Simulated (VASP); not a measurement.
# SnTe (Fm-3m) in VASP: a series of runs, part 2 of 2

VASP 6.6.1. The steps go on from the part before.

## Step 4: Single point, r2SCAN+rVV10, collinear spin, ferromagnetic start (volume scaled by 0.96)

Input file POSCAR:

```
SnTe
1.0
    0.0000000000      3.1082657258      3.1082657258
    3.1082657258      0.0000000000      3.1082657258
    3.1082657258      3.1082657258      0.0000000000
Te Sn
1 1
Direct
    0.5000000000      0.5000000000      0.5000000000
    0.0000000000      0.0000000000      0.0000000000
```

Input file INCAR.step1:

```
SYSTEM = SnTe
PREC = Accurate
ENCUT = 520
ISMEAR = 0
SIGMA = 0.02
LREAL = .False.
LASPH = .True.
NELM = 150
ISPIN = 2
MAGMOM = 0.5 0
NBANDS = 21
GGA = PE
ALGO = Normal
EDIFF = 1E-4
LWAVE = .True.
LCHARG = .False.
```

Input file INCAR.step2:

```
SYSTEM = SnTe
PREC = Accurate
ENCUT = 520
EDIFF = 1E-6
ISMEAR = 0
SIGMA = 0.02
LREAL = .False.
LASPH = .True.
NELM = 150
ALGO = Normal
ISIF = 2
LWAVE = .False.
LCHARG = .True.
ISPIN = 2
MAGMOM = 0.5 0
LORBIT = 11
METAGGA = R2SCAN
LMIXTAU = .True.
LUSE_VDW = .True.
IVDW_NL = 2
BPARAM = 11.95
CPARAM = 0.0093
LELF = .True.
LVHAR = .True.
NBANDS = 21
ISTART = 1
```

Input file KPOINTS:

```
Automatic mesh
0
Gamma
  7 7 7
  0 0 0
```

Potentials or basis: VASP PAW PBE potentials, release 64 (Te, Sn_d).

Command:

```sh
> cat potpaw_PBE.64/Te/POTCAR potpaw_PBE.64/Sn_d/POTCAR > POTCAR
> cp INCAR.step1 INCAR
> mpirun -np 1 vasp_std > vasp.out
> cp INCAR.step2 INCAR
> mpirun -np 1 vasp_std > vasp.out
```

OUTCAR:

```text
SYSTEM = SnTe
   PREC = Accurate
   ENCUT = 520
   EDIFF = 1E-6
   ISMEAR = 0
   LREAL = .False.
   LASPH = .True.
   NELM = 150
   ISIF = 2
   ISPIN = 2
   LORBIT = 11
   METAGGA = R2SCAN
   IVDW_NL = 2
   BPARAM = 11.95
   ISTART = 1

 ion  position               nearest neighbor table
   1  0.500  0.500  0.500-   2 3.11   2 3.11   2 3.11   2 3.11   2 3.11   2 3.11
   2  0.000  0.000  0.000-   1 3.11   1 3.11   1 3.11   1 3.11   1 3.11   1 3.11

  LATTYP: Found a face centered cubic cell.
 ALAT       =     6.2165314516

  Lattice vectors:

 A1 = (   0.0000000000,   3.1082657258,   3.1082657258)
 A2 = (   3.1082657258,   0.0000000000,   3.1082657258)
 A3 = (   3.1082657258,   3.1082657258,   0.0000000000)

Analysis of symmetry for initial positions (statically):
[... 25 lines left out ...]
The dynamic configuration has the point symmetry O_h .

Analysis of structural, dynamic, and magnetic symmetry:
=====================================================================
 Subroutine PRICEL returns:
[... 7 lines left out ...]
 out of a pool of 48 trial point group operations.

The overall configuration has the point symmetry O_h .

 Subroutine INISYM returns: Found 48 space group operations
[... 5 lines left out ...]
                                     Primitive cell

  volume of cell :      60.0599

  direct lattice vectors                    reciprocal lattice vectors
     0.000000000  3.108265726  3.108265726    -0.160861408  0.160861408  0.160861408
     3.108265726  0.000000000  3.108265726     0.160861408 -0.160861408  0.160861408
     3.108265726  3.108265726  0.000000000     0.160861408  0.160861408 -0.160861408

  length of vectors
     4.395751545  4.395751545  4.395751545     0.278620131  0.278620131  0.278620131

  position of ions in fractional coordinates (direct lattice)
     0.500000000  0.500000000  0.500000000
     0.000000000  0.000000000  0.000000000

  ion indices of the primitive-cell ions
   primitive index   ion index
                 1           1
                 2           2

----------------------------------------------------------------------------------------

 KPOINTS: Automatic mesh

Automatic generation of k-mesh.
 Grid dimensions read from file:
 generate k-points for:    7    7    7

 Generating k-lattice:

  Cartesian coordinates                     Fractional coordinates (reciprocal lattice)
    -0.022980201  0.022980201  0.022980201     0.142857143  0.000000000  0.000000000
     0.022980201 -0.022980201  0.022980201     0.000000000  0.142857143  0.000000000
     0.022980201  0.022980201 -0.022980201     0.000000000  0.000000000  0.142857143

  Length of vectors
     0.039802876  0.039802876  0.039802876

  Shift w.r.t. Gamma in fractional coordinates (k-lattice)
     0.000000000  0.000000000  0.000000000

 Subroutine IBZKPT returns following result:
 ===========================================

 Found     20 irreducible k-points:

 Following reciprocal coordinates:
            Coordinates               Weight
  0.000000  0.000000  0.000000      1.000000
  0.142857  0.000000  0.000000      8.000000
  0.285714  0.000000  0.000000      8.000000
  0.428571  0.000000  0.000000      8.000000
  0.142857  0.142857  0.000000      6.000000
  0.285714  0.142857  0.000000     24.000000
[... 12 lines left out ...]
 -0.428571  0.428571  0.142857     24.000000
 -0.285714  0.428571  0.142857     24.000000
   k-points           NKPTS =     20   k-points in BZ     NKDIM =     20   number of bands    NBANDS=     21
   number of dos      NEDOS =    301   number of ions     NIONS =      2
   total plane-waves  NPLWV =  46656
   dimension x,y,z NGX =    36 NGY =   36 NGZ =   36
   dimension x,y,z NGXF=    72 NGYF=   72 NGZF=   72
   ions per type =               1   1
   NGX,Y,Z   is equivalent  to a cutoff of  13.62, 13.62, 13.62 a.u.
   NGXF,Y,Z  is equivalent  to a cutoff of  27.23, 27.23, 27.23 a.u.
 SYSTEM =  SnTe
   PREC   = accura    normal or accurate (medium, high low for compatibility)
   ISTART =      1    job   : 0-new  1-cont  2-samecut
   ICHARG =      0    charge: 1-file 2-atom 10-const
   ISPIN  =      2    spin polarized calculation?
   LNONCOLLINEAR =      F non collinear calculations
   LSORBIT =      F    spin-orbit coupling
   LASPH  =      T    aspherical Exc in radial PAW
   ENCUT  =  520.0 eV  38.22 Ry    6.18 a.u.   8.17  8.17  8.17*2*pi/ulx,y,z
   NELM   =    150;   NELMIN=  2; NELMDL=  0     # of ELM steps
   EDIFF  = 0.1E-05   stopping-criterion for ELM
   LREAL  =      F    real-space projection
   EDIFFG = 0.1E-04   stopping-criterion for IOM
   NSW    =      0    number of steps for IOM
   IBRION =     -1    ionic relax: 0-MD 1-quasi-New 2-CG
   NFREE  =      0    steps in history (QN), initial steepest desc. (CG)
   ISIF   =      2    stress and relaxation
   ISYM   =      2    0-nonsym 1-usesym 2-fastsym
   POTIM  = 0.5000    time-step for ionic-motion
   TEBEG  =    0.0;   TEEND  =   0.0 temperature during run
   PSTRESS=    0.0 pullay stress
   NELECT =      20.0000    total number of electrons
   NUPDOWN=      -1.0000    fix difference up-down
   EMIN   =  10.00;   EMAX   =-10.00  energy-range for DOS
   EFERMI =   0.00;   METHOD = LEGACY
   ISMEAR =     0;   SIGMA  =   0.02  broadening in eV -4-tet -1-fermi 0-gaus
   EFERMI_NEDOS =   21; number of points for ismear=-14 and -15
   IALGO  =     38    algorithm
   IMIX   =      4    mixing-type and parameters
     AMIX     =   0.40;   BMIX     =  1.00
     AMIX_MAG =   1.60;   BMIX_MAG =  1.00
  volume/ion in A,a.u.               =      30.03       202.65
  Fermi-wavevector in a.u.,A,eV,Ry     =   1.134723  2.144316 17.518825  1.287597
  Thomas-Fermi vector in A             =   2.271428
   LORBIT       =     11    0 simple, 1 ext, 2 COOP (PROOUT), +10 PAW based schemes
   METAGGA = R2SCAN    functional components
   LHFCALC =     F    Hartree Fock is set to
   AEXX    =    0.0000 exact exchange contribution
   IVDW_NL    =     2    kernel type
   BPARAM     =11.9500
   IVDW    =     0    specifies the selected vdW correction
   LEPSILON=     F    determine dielectric tensor
   LRPA    =     F    only Hartree local field effects (RPA)
 spin polarized calculation
 Gauss-broadening in eV      SIGMA  =   0.02
  energy-cutoff  :      520.00
  volume of cell :       60.06
 maximum number of plane-waves:      1639
 NGX is ok and might be reduce to    36
   NGX = 17   NGY = 17   NGZ = 17

 number of electron      19.9999998 magnetization       0.0000000

 number of electron      19.9999998 magnetization      -0.0000000

 Free energy of the ion-electron system (eV)
  ---------------------------------------------------
  ext. energy  EPLUGINS =         0.00000000
  ---------------------------------------------------
  free energy    TOTEN  =       -50.12070244 eV

  energy without entropy =      -50.12070244  energy(sigma->0) =      -50.12070244

 E-fermi :   7.4377     XC(G=0): -10.3110

 val. band max:        7.3537081374   @ k =   0.4286   0.0000   0.0000
 cond. band min:       7.8563227319   @ k =   0.4286   0.0000   0.0000
 fundamental gap:      0.5026145945
 Fermi energy:         7.4376774410

 spin component 1

 k-point     1 :       0.0000    0.0000    0.0000
  band No.  band energies     occupation
      1     -15.2162      1.00000
      2     -15.2162      1.00000
      3     -15.2013      1.00000
      4     -15.2013      1.00000
      5     -15.2013      1.00000
      6      -6.3013      1.00000
[... 453 lines left out ...]
      4     -15.1950      1.00000
      5     -15.1884      1.00000
      6      -4.3875      1.00000
[... 13 lines left out ...]
     20      20.7961      0.00000
     21      22.5757      0.00000
 Fermi energy:         7.4376774410

 spin component 2

 k-point     1 :       0.0000    0.0000    0.0000
  band No.  band energies     occupation
      1     -15.2162      1.00000
      2     -15.2162      1.00000
      3     -15.2013      1.00000
      4     -15.2013      1.00000
      5     -15.2013      1.00000
      6      -6.3013      1.00000
[... 454 lines left out ...]
      5     -15.1884      1.00000
      6      -4.3875      1.00000
[... 13 lines left out ...]
     20      20.7961      0.00000
     21      22.5757      0.00000

------------------------ aborting loop because EDIFF is reached ----------------------------------------

  FORCE on cell =-STRESS in cart. coord.  units (eV):
  Direction    XX          YY          ZZ          XY          YZ          ZX
  --------------------------------------------------------------------------------------
  -------------------------------------------------------------------------------------
  Total        1.1227275      1.1227275      1.1227275      0.0000000      0.0000000      0.0000000
  in kB       29.9502555     29.9502555     29.9502555      0.0000000      0.0000000      0.0000000
  external PRESSURE =      29.9502555 kB  Pullay stress =       0.0000000 kB

 VOLUME and BASIS-vectors are now :
 -----------------------------------------------------------------------------
  energy-cutoff  :      520.00
  volume of cell :       60.06
      direct lattice vectors                 reciprocal lattice vectors
     0.000000000  3.108265726  3.108265726    -0.160861408  0.160861408  0.160861408
     3.108265726  0.000000000  3.108265726     0.160861408 -0.160861408  0.160861408
     3.108265726  3.108265726  0.000000000     0.160861408  0.160861408 -0.160861408

 POSITION                                       TOTAL-FORCE (eV/Angst)
 -----------------------------------------------------------------------------------
      3.10827      3.10827      3.10827        -0.000000     -0.000000     -0.000000
      0.00000      0.00000      0.00000         0.000000      0.000000      0.000000
 -----------------------------------------------------------------------------------
    total drift:                               -0.000000      0.000000      0.000000

  FREE ENERGIE OF THE ION-ELECTRON SYSTEM (eV)
  ---------------------------------------------------
  free  energy   TOTEN  =       -50.1207024402 eV

  energy  without entropy=      -50.1207024402  energy(sigma->0) =      -50.12070244

 total charge

# of ion       s       p       d       tot
------------------------------------------
    1        1.387   2.009   0.037   3.433
    2        1.335   0.797   9.990  12.122
--------------------------------------------------
tot          2.721   2.806  10.027  15.555

 magnetization (x)

# of ion       s       p       d       tot
------------------------------------------
    1       -0.000  -0.000   0.000  -0.000
    2       -0.000  -0.000  -0.000  -0.000
--------------------------------------------------
tot         -0.000  -0.000  -0.000  -0.000
```

Wall time 1.8 min (1 thread of Intel Xeon 6975P-C (Granite Rapids), shared host); peak memory 0.45 GiB.

Results:

```yaml
Free_energy: -50.1207 eV
Pressure: 3.0 GPa
Net_moment: 0.00 μB per cell
Valence_electrons_inside_the_program's_atomic_spheres: Te 3.43; Sn 12.12
```

Caveat: the cell differs from its parent crystal (volume scaled by 0.96); this odd mesh misses L, where the gap lies, so gap, dielectric constants and Born charges aren't listed; the PAW data sets were made with another functional, which shifts forces and pressure a little; spin-orbit coupling is left out, which moves the levels of the heavy elements.

## Step 5: Single point, PBEsol+D3(BJ)

This run uses another cell than the first one, of 29.40 Å³/atom, 0.922 times its volume.

Input file INCAR:

```
SYSTEM = SnTe
PREC = Accurate
ENCUT = 520
EDIFF = 1E-7
ISMEAR = -1
SIGMA = 0.05
LREAL = .False.
LASPH = .True.
NELM = 60
ALGO = Normal
ISIF = 2
LWAVE = .False.
LCHARG = .True.
GGA = PS
IVDW = 12
LELF = .True.
LVHAR = .True.
NBANDS = 17
```

KPOINTS is that of step 4.

Input file POSCAR:

```
SnTe
1.0
    0.0000000000      3.0865288906      3.0865288906
    3.0865288906      0.0000000000      3.0865288906
    3.0865288906      3.0865288906      0.0000000000
Te Sn
1 1
Direct
    0.5000000000      0.5000000000      0.5000000000
    0.0000000000      0.0000000000      0.0000000000
```

Command:

```sh
> cat potpaw_PBE.64/Te/POTCAR potpaw_PBE.64/Sn_d/POTCAR > POTCAR
> mpirun -np 1 vasp_std > vasp.out
```

Run time: 17 s. Hardware: 1 thread of Intel Xeon 6975P-C (Granite Rapids), shared host; peak memory 0.19 GiB.

Results (log left out):

```
Free energy                : -9.1436 eV
Pressure                   : 0.6 GPa
Dispersion energy per atom : -0.413 eV
```

Levels at points of the mesh, in eV from the Fermi level:
| k point | band 6 | band 7 | band 8 | band 9 | band 10 | band 11 | band 12 | band 13 | band 14 | band 15 |
| --- | --- | --- | --- | --- | --- | --- | --- | --- | --- | --- |
| (0.00, 0.00, 0.00) | -13.34 | -4.50 | -2.35 | -2.35 | -2.35 | 3.42 | 3.42 | 3.42 | 4.56 | 4.56 |

Caveat: this odd mesh misses L, where the gap lies, so gap, dielectric constants and Born charges aren't listed; the PAW data sets were made with another functional, which shifts forces and pressure a little; spin-orbit coupling is left out, which moves the levels of the heavy elements.

## Step 6: Summary

```tsv
level	spin	cell	smearing	pressure (GPa)
PBEsol+D4	off	a = 4.485 Å, angles 60.0°, 2 atoms	fermi-dirac 0.05 eV	-2.4
SVWN5	off	a = 4.485 Å, angles 60.0°, 2 atoms	fermi-dirac 0.05 eV	-2.4
r2SCAN+rVV10	collinear, ferromagnetic start	a = 4.396 Å, angles 60.0°, 2 atoms	gaussian 0.02 eV	3.0
PBEsol+D3(BJ)	off	a = 4.365 Å, angles 60.0°, 2 atoms	fermi-dirac 0.05 eV	0.6
```

Alike in all rows: task single point; potentials or basis VASP PAW PBE potentials, release 64 (Te, Sn_d); k mesh 7 × 7 × 7; cutoff (eV) 520.

Caveats: the PAW data sets were made with another functional, which shifts forces and pressure a little; spin-orbit coupling is left out, which moves the levels of the heavy elements.

Total energies depend on the potentials used, so only differences within one code and one set of settings carry meaning.
